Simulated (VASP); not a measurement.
# Cs (Fm-3m) in VASP: notebook

Runs on Cs. Level: r2SCAN. Tasks: single point.

Everything below comes from runs of VASP 6.6.1. Logs are shortened: lines on timing, memory, paths and dates and some standing lists are left out, and cuts for length are marked.

## (1) The cell of the first run

Symmetry: Fm-3m, No. 225, cubic system. Conventional cell: a = 7.623 Å, b = 7.623 Å, c = 7.623 Å, α = 90.00°, β = 90.00°, γ = 90.00°.

## (2) Single point, r2SCAN

Input file POSCAR:

```
Cs
1.0
    0.0000000000      3.8112616062      3.8112616062
    3.8112616062      0.0000000000      3.8112616062
    3.8112616062      3.8112616062      0.0000000000
Cs
1
Direct
    0.0000000000      0.0000000000      0.0000000000
```

Input file INCAR.step1:

```
PREC     = Accurate       # precision mode
ENCUT    = 520            # plane-wave cutoff, eV
ISMEAR   = 0              # smearing method
SIGMA    = 0.05           # smearing width, eV
LREAL    = F              # projectors in reciprocal space
LASPH    = T              # aspherical terms in the spheres
NELM     = 80             # most SCF steps
NBANDS   = 10             # bands
GGA      = PE             # functional
ALGO     = Normal         # electronic algorithm
EDIFF    = 1E-4           # SCF threshold, eV
LWAVE    = T              # write WAVECAR
LCHARG   = F              # write CHGCAR
```

Input file INCAR.step2:

```
PREC     = Accurate       # precision mode
ENCUT    = 520            # plane-wave cutoff, eV
EDIFF    = 1E-6           # SCF threshold, eV
ISMEAR   = 0              # smearing method
SIGMA    = 0.05           # smearing width, eV
LREAL    = F              # projectors in reciprocal space
LASPH    = T              # aspherical terms in the spheres
NELM     = 80             # most SCF steps
ALGO     = Normal         # electronic algorithm
ISIF     = 2              # what is computed and relaxed
LWAVE    = F              # write WAVECAR
LCHARG   = T              # write CHGCAR
METAGGA  = R2SCAN         # meta-GGA
LMIXTAU  = T            
LELF     = T              # ELF
LVHAR    = T            
NBANDS   = 10             # bands
ISTART   = 1
```

Input file KPOINTS:

```
regular mesh
0
Gamma
  10 10 10
```

Potentials or basis: VASP PAW PBE potentials, release 64 (Cs_sv).

Started as:

```bash
$ cat potpaw_PBE.64/Cs_sv/POTCAR > POTCAR
$ cp INCAR.step1 INCAR
$ mpirun -np 1 vasp_std > vasp.out
$ cp INCAR.step2 INCAR
$ mpirun -np 1 vasp_std > vasp.out
```

OUTCAR:

```text
PREC = Accurate
   ENCUT = 520
   EDIFF = 1E-6
   ISMEAR = 0
   LREAL = F
   LASPH = T
   NELM = 80
   ISIF = 2
   METAGGA = R2SCAN
   ISTART = 1

 ion  position               nearest neighbor table
   1  0.000  0.000  0.000-

  LATTYP: Found a face centered cubic cell.
 ALAT       =     7.6225232124

  Lattice vectors:

 A1 = (   0.0000000000,   3.8112616062,   3.8112616062)
 A2 = (   3.8112616062,   0.0000000000,   3.8112616062)
 A3 = (   3.8112616062,   3.8112616062,   0.0000000000)

Analysis of symmetry for initial positions (statically):
=====================================================================
 Subroutine PRICEL returns:
 Original cell was already a primitive cell.

 Routine SETGRP: Setting up the symmetry group for a
 face centered cubic supercell.

 Subroutine GETGRP returns: Found 48 space group operations
 (whereof 48 operations were pure point group operations)
 out of a pool of 48 trial point group operations.

The static configuration has the point symmetry O_h .

Analysis of symmetry for dynamics (positions and initial velocities):
=====================================================================
 Subroutine PRICEL returns:
 Original cell was already a primitive cell.

 Routine SETGRP: Setting up the symmetry group for a
 face centered cubic supercell.

 Subroutine GETGRP returns: Found 48 space group operations
 (whereof 48 operations were pure point group operations)
 out of a pool of 48 trial point group operations.

The dynamic configuration has the point symmetry O_h .

 Subroutine INISYM returns: Found 48 space group operations
 (whereof 48 operations are pure point group operations),
 and found     1 'primitive' translations

----------------------------------------------------------------------------------------

                                     Primitive cell

  volume of cell :     110.7226

  direct lattice vectors                    reciprocal lattice vectors
     0.000000000  3.811261606  3.811261606    -0.131190155  0.131190155  0.131190155
     3.811261606  0.000000000  3.811261606     0.131190155 -0.131190155  0.131190155
     3.811261606  3.811261606  0.000000000     0.131190155  0.131190155 -0.131190155

  length of vectors
     5.389937853  5.389937853  5.389937853     0.227228014  0.227228014  0.227228014

  position of ions in fractional coordinates (direct lattice)
     0.000000000  0.000000000  0.000000000

[... 79 lines left out ...]
   IBRION =     -1    ionic relax: 0-MD 1-quasi-New 2-CG
   NFREE  =      0    steps in history (QN), initial steepest desc. (CG)
   ISIF   =      2    stress and relaxation
   ISYM   =      2    0-nonsym 1-usesym 2-fastsym
   POTIM  = 0.5000    time-step for ionic-motion
   TEBEG  =    0.0;   TEEND  =   0.0 temperature during run
   PSTRESS=    0.0 pullay stress
   NELECT =       9.0000    total number of electrons
   NUPDOWN=      -1.0000    fix difference up-down
   EMIN   =  10.00;   EMAX   =-10.00  energy-range for DOS
   EFERMI =   0.00;   METHOD = LEGACY
   ISMEAR =     0;   SIGMA  =   0.05  broadening in eV -4-tet -1-fermi 0-gaus
   EFERMI_NEDOS =   21; number of points for ismear=-14 and -15
   IALGO  =     38    algorithm
   IMIX   =      4    mixing-type and parameters
     AMIX     =   0.40;   BMIX     =  1.00
     AMIX_MAG =   1.60;   BMIX_MAG =  1.00
  volume/ion in A,a.u.               =     110.72       747.19
  Fermi-wavevector in a.u.,A,eV,Ry     =   0.709159  1.340116  6.842457  0.502906
  Thomas-Fermi vector in A             =   1.795667
   LORBIT       =      0    0 simple, 1 ext, 2 COOP (PROOUT), +10 PAW based schemes
   METAGGA = R2SCAN    functional components
   LHFCALC =     F    Hartree Fock is set to
   AEXX    =    0.0000 exact exchange contribution
   IVDW    =     0    specifies the selected vdW correction
   LEPSILON=     F    determine dielectric tensor
   LRPA    =     F    only Hartree local field effects (RPA)
 non-spin polarized calculation
 Gauss-broadening in eV      SIGMA  =   0.05
  energy-cutoff  :      520.00
  volume of cell :      110.72
 maximum number of plane-waves:      3000
   NGX = 21   NGY = 21   NGZ = 21

 number of electron       9.0000001 magnetization

 Free energy of the ion-electron system (eV)
  ---------------------------------------------------
  ext. energy  EPLUGINS =         0.00000000
  ---------------------------------------------------
  free energy    TOTEN  =       -25.00549424 eV

  energy without entropy =      -25.00337289  energy(sigma->0) =      -25.00443356

 E-fermi :   0.6323     XC(G=0):  -5.7335

 val. band max:        0.5874011892   @ k =  -0.4000   0.1000   0.0000
 cond. band min:       0.6323707478   @ k =   0.4000   0.4000   0.0000
 fundamental gap:      0.0449695586
 Fermi energy:         0.6323108391

 k-point     1 :       0.0000    0.0000    0.0000
  band No.  band energies     occupation
      1     -24.1271      2.00000
      2     -10.4891      2.00000
      3     -10.4891      2.00000
      4     -10.4891      2.00000
      5      -1.1708      2.00000
      6       3.4094      0.00000
      7       3.4094      0.00000
      8       3.4094      0.00000
      9       4.6159      0.00000
     10       4.6159      0.00000
[... 287 lines left out ...]
 k-point    24 :       0.4000    0.3000    0.0000
  band No.  band energies     occupation
      1     -24.1185      2.00000
      2     -10.6096      2.00000
      3     -10.5372      2.00000
      4     -10.5322      2.00000
      5       0.4135      2.00000
      6       1.9663      0.00000
      7       2.4123      0.00000
      8       4.1507      0.00000
      9       4.3692      0.00000
     10       5.3620      0.00000

 [... further k-points ...]

------------------------ aborting loop because EDIFF is reached ----------------------------------------

  FORCE on cell =-STRESS in cart. coord.  units (eV):
  Direction    XX          YY          ZZ          XY          YZ          ZX
  --------------------------------------------------------------------------------------
  -------------------------------------------------------------------------------------
  Total        0.1816735      0.1816735      0.1816735      0.0000000      0.0000000      0.0000000
  in kB        2.6288509      2.6288509      2.6288509      0.0000000      0.0000000      0.0000000
  external PRESSURE =       2.6288509 kB  Pullay stress =       0.0000000 kB

 VOLUME and BASIS-vectors are now :
 -----------------------------------------------------------------------------
  energy-cutoff  :      520.00
  volume of cell :      110.72
      direct lattice vectors                 reciprocal lattice vectors
     0.000000000  3.811261606  3.811261606    -0.131190155  0.131190155  0.131190155
     3.811261606  0.000000000  3.811261606     0.131190155 -0.131190155  0.131190155
     3.811261606  3.811261606  0.000000000     0.131190155  0.131190155 -0.131190155

 POSITION                                       TOTAL-FORCE (eV/Angst)
 -----------------------------------------------------------------------------------
      0.00000      0.00000      0.00000         0.000000     -0.000000      0.000000
 -----------------------------------------------------------------------------------
    total drift:                               -0.000000     -0.000000     -0.000000

  FREE ENERGIE OF THE ION-ELECTRON SYSTEM (eV)
  ---------------------------------------------------
  free  energy   TOTEN  =       -25.0054942377 eV

  energy  without entropy=      -25.0033728902  energy(sigma->0) =      -25.00443356
```

OUTCAR.step1:

```text
PREC = Accurate
   ENCUT = 520
   ISMEAR = 0
   LREAL = F
   LASPH = T
[... 527 lines left out ...]

 POSITION                                       TOTAL-FORCE (eV/Angst)
 -----------------------------------------------------------------------------------
      0.00000      0.00000      0.00000         0.000000      0.000000     -0.000000
 -----------------------------------------------------------------------------------
    total drift:                               -0.000000     -0.000000     -0.000000

  FREE ENERGIE OF THE ION-ELECTRON SYSTEM (eV)
  ---------------------------------------------------
  free  energy   TOTEN  =        -0.8477523878 eV

  energy  without entropy=       -0.8457737324  energy(sigma->0) =       -0.84676306
```

OSZICAR.step1:

```text
N       E                     dE             d eps       ncg     rms          rms(c)
DAV:   1     0.505910020193E+02    0.50591E+02   -0.28166E+03   940   0.612E+02
DAV:   2     0.422884364004E+01   -0.46362E+02   -0.44859E+02  1190   0.109E+02
DAV:   3    -0.778680183989E+00   -0.50075E+01   -0.49998E+01  1076   0.407E+01
DAV:   4    -0.846444226187E+00   -0.67764E-01   -0.67753E-01  1272   0.569E+00
DAV:   5    -0.846774105681E+00   -0.32988E-03   -0.32987E-03  1242   0.347E-01    0.127E-01
DAV:   6    -0.846968888310E+00   -0.19478E-03   -0.14293E-03  1210   0.183E-01    0.856E-02
DAV:   7    -0.847650705852E+00   -0.68182E-03   -0.31689E-03  1086   0.281E-01    0.368E-02
DAV:   8    -0.847750925926E+00   -0.10022E-03   -0.12305E-04  1058   0.713E-02    0.413E-03
DAV:   9    -0.847752387817E+00   -0.14619E-05   -0.32166E-06   594   0.960E-03
   1 F= -.84775239E+00 E0= -.84676306E+00  d E =-.197866E-02
```

Run time: 9.3 min. Hardware: 1 thread of AMD EPYC 7R13, shared host; peak memory 0.24 GiB.

What came out:

| Property | Result |
| --- | --- |
| Free energy | -25.0055 eV |
| Pressure | 0.3 GPa |

Caveat: the PAW data sets were made with another functional, which shifts forces and pressure a little; spin-orbit coupling is left out, which moves the levels of the heavy elements.

## (3) Single point, r2SCAN

Input file POSCAR:

```
Cs
1.0
    0.0000000000      3.8135277513      3.8135277513
    3.8135277513      0.0000000000      3.8135277513
    3.8135277513      3.8135277513      0.0000000000
Cs
1
Direct
    0.0000000000      0.0000000000      0.0000000000
```

INCAR.step1 is that of step 2.

Changes to INCAR.step2 since step 2:

```diff
@@ -11,7 +11,5 @@
 LWAVE    = F              # write WAVECAR
-LCHARG   = T              # write CHGCAR
+LCHARG   = F              # write CHGCAR
 METAGGA  = R2SCAN         # meta-GGA
 LMIXTAU  = T            
-LELF     = T              # ELF
-LVHAR    = T            
 NBANDS   = 10             # bands
```

Input file KPOINTS:

```
Automatic mesh
0
Gamma
  10 10 10
```

Potentials or basis: VASP PAW PBE potentials, release 64 (Cs_sv).

Started as:

```bash
$ cat potpaw_PBE.64/Cs_sv/POTCAR > POTCAR
$ cp INCAR.step1 INCAR
$ mpirun -np 1 vasp_std > vasp.out
$ cp INCAR.step2 INCAR
$ mpirun -np 1 vasp_std > vasp.out
```

OUTCAR:

```text
PREC = Accurate
   ENCUT = 520
   EDIFF = 1E-6
   ISMEAR = 0
   LREAL = F
   LASPH = T
   NELM = 80
   ISIF = 2
   METAGGA = R2SCAN
   ISTART = 1

 ion  position               nearest neighbor table
   1  0.000  0.000  0.000-

  LATTYP: Found a face centered cubic cell.
 ALAT       =     7.6270555026

  Lattice vectors:

 A1 = (   0.0000000000,   3.8135277513,   3.8135277513)
 A2 = (   3.8135277513,   0.0000000000,   3.8135277513)
 A3 = (   3.8135277513,   3.8135277513,   0.0000000000)

Analysis of symmetry for initial positions (statically):
=====================================================================
 Subroutine PRICEL returns:
 Original cell was already a primitive cell.

 Routine SETGRP: Setting up the symmetry group for a
 face centered cubic supercell.

 Subroutine GETGRP returns: Found 48 space group operations
 (whereof 48 operations were pure point group operations)
 out of a pool of 48 trial point group operations.

The static configuration has the point symmetry O_h .

Analysis of symmetry for dynamics (positions and initial velocities):
[... 163 lines left out ...]

 k-point     1 :       0.0000    0.0000    0.0000
  band No.  band energies     occupation
      1     -24.1327      2.00000
      2     -10.4950      2.00000
      3     -10.4950      2.00000
      4     -10.4950      2.00000
      5      -1.1740      2.00000
      6       3.4039      0.00000
      7       3.4039      0.00000
      8       3.4039      0.00000
      9       4.6086      0.00000
     10       4.6086      0.00000
[... 287 lines left out ...]
 k-point    24 :       0.4000    0.3000    0.0000
  band No.  band energies     occupation
      1     -24.1242      2.00000
      2     -10.6148      2.00000
      3     -10.5428      2.00000
      4     -10.5378      2.00000
      5       0.4087      2.00000
      6       1.9623      0.00000
      7       2.4069      0.00000
      8       4.1433      0.00000
      9       4.3611      0.00000
     10       5.3534      0.00000

 [... further k-points ...]

------------------------ aborting loop because EDIFF is reached ----------------------------------------

  FORCE on cell =-STRESS in cart. coord.  units (eV):
  Direction    XX          YY          ZZ          XY          YZ          ZX
  --------------------------------------------------------------------------------------
  -------------------------------------------------------------------------------------
  Total        0.1787459      0.1787459      0.1787459      0.0000000      0.0000000     -0.0000000
  in kB        2.5818789      2.5818789      2.5818789      0.0000000      0.0000000     -0.0000000
  external PRESSURE =       2.5818789 kB  Pullay stress =       0.0000000 kB

 VOLUME and BASIS-vectors are now :
 -----------------------------------------------------------------------------
  energy-cutoff  :      520.00
  volume of cell :      110.92
      direct lattice vectors                 reciprocal lattice vectors
     0.000000000  3.813527751  3.813527751    -0.131112197  0.131112197  0.131112197
     3.813527751  0.000000000  3.813527751     0.131112197 -0.131112197  0.131112197
     3.813527751  3.813527751  0.000000000     0.131112197  0.131112197 -0.131112197

 POSITION                                       TOTAL-FORCE (eV/Angst)
 -----------------------------------------------------------------------------------
      0.00000      0.00000      0.00000         0.000000      0.000000     -0.000000
 -----------------------------------------------------------------------------------
    total drift:                               -0.000000     -0.000000     -0.000000

  FREE ENERGIE OF THE ION-ELECTRON SYSTEM (eV)
  ---------------------------------------------------
  free  energy   TOTEN  =       -25.0058220743 eV

  energy  without entropy=      -25.0037016198  energy(sigma->0) =      -25.00476185
```

OUTCAR.step1:

```text
PREC = Accurate
   ENCUT = 520
   ISMEAR = 0
   LREAL = F
   LASPH = T
[... 527 lines left out ...]

 POSITION                                       TOTAL-FORCE (eV/Angst)
 -----------------------------------------------------------------------------------
      0.00000      0.00000      0.00000         0.000000     -0.000000     -0.000000
 -----------------------------------------------------------------------------------
    total drift:                               -0.000000     -0.000000     -0.000000

  FREE ENERGIE OF THE ION-ELECTRON SYSTEM (eV)
  ---------------------------------------------------
  free  energy   TOTEN  =        -0.8479162681 eV

  energy  without entropy=       -0.8459381181  energy(sigma->0) =       -0.84692719
```

OSZICAR.step1:

```text
N       E                     dE             d eps       ncg     rms          rms(c)
DAV:   1     0.520168934159E+02    0.52017E+02   -0.28589E+03   940   0.621E+02
DAV:   2     0.454386276374E+01   -0.47473E+02   -0.46099E+02  1188   0.107E+02
DAV:   3    -0.772182412132E+00   -0.53160E+01   -0.53033E+01  1080   0.410E+01
DAV:   4    -0.846545007851E+00   -0.74363E-01   -0.74350E-01  1248   0.588E+00
DAV:   5    -0.846920960137E+00   -0.37595E-03   -0.37594E-03  1226   0.378E-01    0.127E-01
DAV:   6    -0.847125192555E+00   -0.20423E-03   -0.14642E-03  1214   0.185E-01    0.856E-02
DAV:   7    -0.847812129399E+00   -0.68694E-03   -0.31297E-03  1064   0.280E-01    0.367E-02
DAV:   8    -0.847914798802E+00   -0.10267E-03   -0.12180E-04  1094   0.713E-02    0.430E-03
DAV:   9    -0.847916268068E+00   -0.14693E-05   -0.43711E-06   612   0.110E-02
   1 F= -.84791627E+00 E0= -.84692719E+00  d E =-.197815E-02
```

Wall time 8.7 min (1 thread of AMD EPYC 7R13, shared host); peak memory 0.24 GiB.

What came out:

```
Free energy : -25.0058 eV
Pressure    : 0.3 GPa
```

Levels at points of the mesh, in eV from the Fermi level:
| k point | band 3 | band 4 | band 5 | band 6 | band 7 | band 8 |
| --- | --- | --- | --- | --- | --- | --- |
| (0.00, 0.00, 0.00) | -11.12 | -11.12 | -1.80 | 2.78 | 2.78 | 2.78 |
| (0.50, 0.00, 0.00) | -11.14 | -11.14 | 0.06 | 0.73 | 2.59 | 2.59 |
| (0.50, 0.50, 0.00) | -11.18 | -11.18 | 0.26 | 1.13 | 1.54 | 4.48 |

Caveat: the PAW data sets were made with another functional, which shifts forces and pressure a little; spin-orbit coupling is left out, which moves the levels of the heavy elements.

(Part 1 of 2 ends here.)
